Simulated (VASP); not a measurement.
# BN (v.br) (F-43m) in VASP: single point with PBE

Aim: the single point of BN (v.br) with PBE.

All numbers are computed with VASP 6.6.1; they aren't measurements. Logs are shortened: lines on timing, memory, paths and dates and some standing lists are left out, and cuts for length are marked.

**1. The cell of the first run**

The structure is cubic, space group F-43m (No. 216). The conventional cell has a = 3.610 Å, b = 3.610 Å, c = 3.610 Å, α = 90.00°, β = 90.00°, γ = 90.00°. B (site symmetry -43m) has 4 N at 1.56 Å within 2.1 Å. Within 2.1 Å of N (site symmetry -43m) lie 4 B at 1.56 Å.

**2. Single point, PBE**

Input file INCAR:

```
SYSTEM = BN
ALGO = Normal
EDIFF = 1E-6
ENCUT = 600
GGA = PE
GGA_COMPAT = .FALSE.
ISIF = 2
ISMEAR = 0
LASPH = .TRUE.
LCHARG = .FALSE.
LREAL = .FALSE.
LWAVE = .FALSE.
NBANDS = 11
NELM = 120
PREC = Accurate
SIGMA = 0.02
```

Input file KPOINTS:

```
k-points
0
G
  12 12 12
  0 0 0
```

Input file POSCAR:

```
BN
1.0
    0.0000000000      1.8050000000      1.8050000000
    1.8050000000      0.0000000000      1.8050000000
    1.8050000000      1.8050000000      0.0000000000
B N
1 1
Direct
    0.0000000000      0.0000000000      0.0000000000
    0.2500000000      0.2500000000      0.2500000000
```

Potentials or basis: VASP PAW PBE potentials, release 64 (B, N).

On the command line:

```console
cat potpaw_PBE.64/B/POTCAR potpaw_PBE.64/N/POTCAR > POTCAR
mpirun -np 1 vasp_std > vasp.out
```

OUTCAR:

```text
SYSTEM = BN
   EDIFF = 1E-6
   ENCUT = 600
   GGA = PE
   ISIF = 2
   ISMEAR = 0
   LASPH = .TRUE.
   LREAL = .FALSE.
   NELM = 120
   PREC = Accurate

 ion  position               nearest neighbor table
   1  0.000  0.000  0.000-   2 1.56   2 1.56   2 1.56   2 1.56
   2  0.250  0.250  0.250-   1 1.56   1 1.56   1 1.56   1 1.56

  LATTYP: Found a face centered cubic cell.
 ALAT       =     3.6100000000

  Lattice vectors:

 A1 = (   0.0000000000,   1.8050000000,   1.8050000000)
 A2 = (   1.8050000000,   0.0000000000,   1.8050000000)
 A3 = (   1.8050000000,   1.8050000000,   0.0000000000)

Analysis of symmetry for initial positions (statically):
=====================================================================
 Subroutine PRICEL returns:
 Original cell was already a primitive cell.

 Routine SETGRP: Setting up the symmetry group for a
 face centered cubic supercell.

 Subroutine GETGRP returns: Found 24 space group operations
 (whereof 24 operations were pure point group operations)
 out of a pool of 48 trial point group operations.

The static configuration has the point symmetry T_d .

Analysis of symmetry for dynamics (positions and initial velocities):
=====================================================================
 Subroutine PRICEL returns:
 Original cell was already a primitive cell.

 Routine SETGRP: Setting up the symmetry group for a
 face centered cubic supercell.

 Subroutine GETGRP returns: Found 24 space group operations
 (whereof 24 operations were pure point group operations)
 out of a pool of 48 trial point group operations.

The dynamic configuration has the point symmetry T_d .

 Subroutine INISYM returns: Found 24 space group operations
 (whereof 24 operations are pure point group operations),
 and found     1 'primitive' translations

----------------------------------------------------------------------------------------

                                     Primitive cell

  volume of cell :      11.7615

  direct lattice vectors                    reciprocal lattice vectors
     0.000000000  1.805000000  1.805000000    -0.277008310  0.277008310  0.277008310
     1.805000000  0.000000000  1.805000000     0.277008310 -0.277008310  0.277008310
     1.805000000  1.805000000  0.000000000     0.277008310  0.277008310 -0.277008310

  length of vectors
     2.552655480  2.552655480  2.552655480     0.479792467  0.479792467  0.479792467

  position of ions in fractional coordinates (direct lattice)
     0.000000000  0.000000000  0.000000000
     0.250000000  0.250000000  0.250000000

  ion indices of the primitive-cell ions
   primitive index   ion index
                 1           1
                 2           2

----------------------------------------------------------------------------------------

 KPOINTS: k-points

Automatic generation of k-mesh.
 Grid dimensions read from file:
 generate k-points for:   12   12   12

 Generating k-lattice:

  Cartesian coordinates                     Fractional coordinates (reciprocal lattice)
    -0.023084026  0.023084026  0.023084026     0.083333333  0.000000000  0.000000000
     0.023084026 -0.023084026  0.023084026     0.000000000  0.083333333  0.000000000
     0.023084026  0.023084026 -0.023084026     0.000000000  0.000000000  0.083333333

  Length of vectors
     0.039982706  0.039982706  0.039982706

  Shift w.r.t. Gamma in fractional coordinates (k-lattice)
     0.000000000  0.000000000  0.000000000

 Subroutine IBZKPT returns following result:
 ===========================================

 Found     72 irreducible k-points:

 Following reciprocal coordinates:
            Coordinates               Weight
  0.000000  0.000000  0.000000      1.000000
  0.083333  0.000000  0.000000      8.000000
  0.166667  0.000000  0.000000      8.000000
  0.250000  0.000000  0.000000      8.000000
  0.333333  0.000000  0.000000      8.000000
  0.416667  0.000000  0.000000      8.000000
[... 16 lines left out ...]
  0.500000  0.166667  0.000000     24.000000
 -0.416667  0.166667  0.000000     24.000000
 [... further k-points ...]
   k-points           NKPTS =     72   k-points in BZ     NKDIM =     72   number of bands    NBANDS=     11
   number of dos      NEDOS =    301   number of ions     NIONS =      2
   total plane-waves  NPLWV =   8000
   dimension x,y,z NGX =    20 NGY =   20 NGZ =   20
   dimension x,y,z NGXF=    40 NGYF=   40 NGZF=   40
   ions per type =               1   1
   NGX,Y,Z   is equivalent  to a cutoff of  13.03, 13.03, 13.03 a.u.
   NGXF,Y,Z  is equivalent  to a cutoff of  26.05, 26.05, 26.05 a.u.
 SYSTEM =  BN
   PREC   = accura    normal or accurate (medium, high low for compatibility)
   ISTART =      0    job   : 0-new  1-cont  2-samecut
   ICHARG =      2    charge: 1-file 2-atom 10-const
   ISPIN  =      1    spin polarized calculation?
   LNONCOLLINEAR =      F non collinear calculations
   LSORBIT =      F    spin-orbit coupling
   LASPH  =      T    aspherical Exc in radial PAW
   ENCUT  =  600.0 eV  44.10 Ry    6.64 a.u.   5.10  5.10  5.10*2*pi/ulx,y,z
   NELM   =    120;   NELMIN=  2; NELMDL= -5     # of ELM steps
   EDIFF  = 0.1E-05   stopping-criterion for ELM
   LREAL  =      F    real-space projection
   EDIFFG = 0.1E-04   stopping-criterion for IOM
   NSW    =      0    number of steps for IOM
   IBRION =     -1    ionic relax: 0-MD 1-quasi-New 2-CG
   NFREE  =      0    steps in history (QN), initial steepest desc. (CG)
   ISIF   =      2    stress and relaxation
   ISYM   =      2    0-nonsym 1-usesym 2-fastsym
   POTIM  = 0.5000    time-step for ionic-motion
   TEBEG  =    0.0;   TEEND  =   0.0 temperature during run
   PSTRESS=    0.0 pullay stress
   NELECT =       8.0000    total number of electrons
   NUPDOWN=      -1.0000    fix difference up-down
   EMIN   =  10.00;   EMAX   =-10.00  energy-range for DOS
   EFERMI =   0.00;   METHOD = LEGACY
   ISMEAR =     0;   SIGMA  =   0.02  broadening in eV -4-tet -1-fermi 0-gaus
   EFERMI_NEDOS =   21; number of points for ismear=-14 and -15
   IALGO  =     38    algorithm
   IMIX   =      4    mixing-type and parameters
     AMIX     =   0.40;   BMIX     =  1.00
     AMIX_MAG =   1.60;   BMIX_MAG =  1.00
  volume/ion in A,a.u.               =       5.88        39.69
  Fermi-wavevector in a.u.,A,eV,Ry     =   1.439741  2.720715 28.202882  2.072853
  Thomas-Fermi vector in A             =   2.558563
   LORBIT       =      0    0 simple, 1 ext, 2 COOP (PROOUT), +10 PAW based schemes
   GGA     = PE    functional components
   LHFCALC =     F    Hartree Fock is set to
   AEXX    =    0.0000 exact exchange contribution
   IVDW    =     0    specifies the selected vdW correction
   LEPSILON=     F    determine dielectric tensor
   LRPA    =     F    only Hartree local field effects (RPA)
 non-spin polarized calculation
 Gauss-broadening in eV      SIGMA  =   0.02
  energy-cutoff  :      600.00
  volume of cell :       11.76
 maximum number of plane-waves:       403
   NGX = 11   NGY = 11   NGZ = 11

 number of electron       7.9999999 magnetization

 Free energy of the ion-electron system (eV)
  ---------------------------------------------------
  ext. energy  EPLUGINS =         0.00000000
  ---------------------------------------------------
  free energy    TOTEN  =       -17.45211415 eV

  energy without entropy =      -17.45211415  energy(sigma->0) =      -17.45211415

 E-fermi :   7.5551     XC(G=0): -12.8427

 val. band max:        7.4540093330   @ k =   0.0000   0.0000   0.0000
 cond. band min:      11.9176075421   @ k =   0.5000   0.5000   0.0000
 fundamental gap:      4.4635982091
 Fermi energy:         7.5550861875

 k-point     1 :       0.0000    0.0000    0.0000
  band No.  band energies     occupation
      1     -12.8242      2.00000
      2       7.4540      2.00000
      3       7.4540      2.00000
      4       7.4540      2.00000
      5      16.2935      0.00000
      6      16.2935      0.00000
      7      16.2935      0.00000
      8      17.8715      0.00000
      9      32.2844      0.00000
     10      35.2714      0.00000
     11      35.2714      0.00000

 k-point     2 :       0.0833    0.0000    0.0000
  band No.  band energies     occupation
      1     -12.6547      2.00000
      2       6.5391      2.00000
      3       7.2724      2.00000
      4       7.2724      2.00000
      5      16.5098      0.00000
      6      16.5690      0.00000
      7      16.5690      0.00000
      8      18.4303      0.00000
      9      32.0713      0.00000
     10      33.0551      0.00000
     11      33.0551      0.00000

 k-point     3 :       0.1667    0.0000    0.0000
  band No.  band energies     occupation
      1     -12.1522      2.00000
      2       4.4334      2.00000
      3       6.8308      2.00000
      4       6.8308      2.00000
      5      16.8349      0.00000
      6      17.2085      0.00000
      7      17.2085      0.00000
      8      19.7522      0.00000
      9      31.4952      0.00000
     10      31.4952      0.00000
     11      31.5059      0.00000

 k-point     4 :       0.2500    0.0000    0.0000
  band No.  band energies     occupation
      1     -11.3404      2.00000
      2       1.9592      2.00000
      3       6.3211      2.00000
      4       6.3211      2.00000
      5      17.1442      0.00000
      6      17.8185      0.00000
      7      17.8185      0.00000
      8      21.0797      0.00000
      9      30.9558      0.00000
     10      31.0922      0.00000
     11      31.0922      0.00000
[... 239 lines left out ...]
 k-point    22 :       0.4167    0.1667    0.0000
  band No.  band energies     occupation
      1      -9.3821      2.00000
      2      -0.7459      2.00000
      3       4.3092      2.00000
      4       4.4862      2.00000
      5      15.9805      0.00000
      6      19.9213      0.00000
      7      20.3724      0.00000
      8      21.2634      0.00000
      9      27.8960      0.00000
     10      33.7635      0.00000
     11      35.9279      0.00000

 k-point    23 :       0.5000    0.1667    0.0000
  band No.  band energies     occupation
      1      -8.4095      2.00000
      2      -2.3092      2.00000
      3       3.7209      2.00000
      4       4.5594      2.00000
      5      16.3351      0.00000
      6      19.8577      0.00000
      7      20.1259      0.00000
      8      22.5757      0.00000
      9      28.2710      0.00000
     10      33.9436      0.00000
     11      35.1318      0.00000

 k-point    24 :      -0.4167    0.1667    0.0000
  band No.  band energies     occupation
      1      -8.2231      2.00000
      2      -2.5794      2.00000
      3       3.3169      2.00000
      4       4.8759      2.00000
      5      16.7885      0.00000
      6      19.7122      0.00000
      7      19.7282      0.00000
      8      23.1981      0.00000
      9      28.5591      0.00000
     10      32.8557      0.00000
     11      34.2172      0.00000

 [... further k-points ...]
[... 5 lines left out ...]
  --------------------------------------------------------------------------------------
  -------------------------------------------------------------------------------------
  Total        0.3399682      0.3399682      0.3399682      0.0000000     -0.0000000      0.0000000
  in kB       46.3113258     46.3113258     46.3113258      0.0000000     -0.0000000      0.0000000
  external PRESSURE =      46.3113258 kB  Pullay stress =       0.0000000 kB

 VOLUME and BASIS-vectors are now :
 -----------------------------------------------------------------------------
  energy-cutoff  :      600.00
  volume of cell :       11.76
      direct lattice vectors                 reciprocal lattice vectors
     0.000000000  1.805000000  1.805000000    -0.277008310  0.277008310  0.277008310
     1.805000000  0.000000000  1.805000000     0.277008310 -0.277008310  0.277008310
     1.805000000  1.805000000  0.000000000     0.277008310  0.277008310 -0.277008310

 POSITION                                       TOTAL-FORCE (eV/Angst)
 -----------------------------------------------------------------------------------
      0.00000      0.00000      0.00000        -0.000000      0.000000     -0.000000
      0.90250      0.90250      0.90250         0.000000     -0.000000      0.000000
 -----------------------------------------------------------------------------------
    total drift:                                0.000000      0.000000      0.000000

  FREE ENERGIE OF THE ION-ELECTRON SYSTEM (eV)
  ---------------------------------------------------
  free  energy   TOTEN  =       -17.4521141478 eV

  energy  without entropy=      -17.4521141478  energy(sigma->0) =      -17.45211415
```

Wall time 10 s (1 thread of AMD EPYC 7R43 (Zen 3), shared host); peak memory 0.09 GiB.

Results:

```
Free energy            : -17.4521 eV
Pressure               : 4.6 GPa
Band gap on the k mesh : 4.46 eV, indirect (least direct gap 8.84 eV)
```

A k mesh can miss the band edges. As with any semilocal functional, this PBE gap is likely too small.
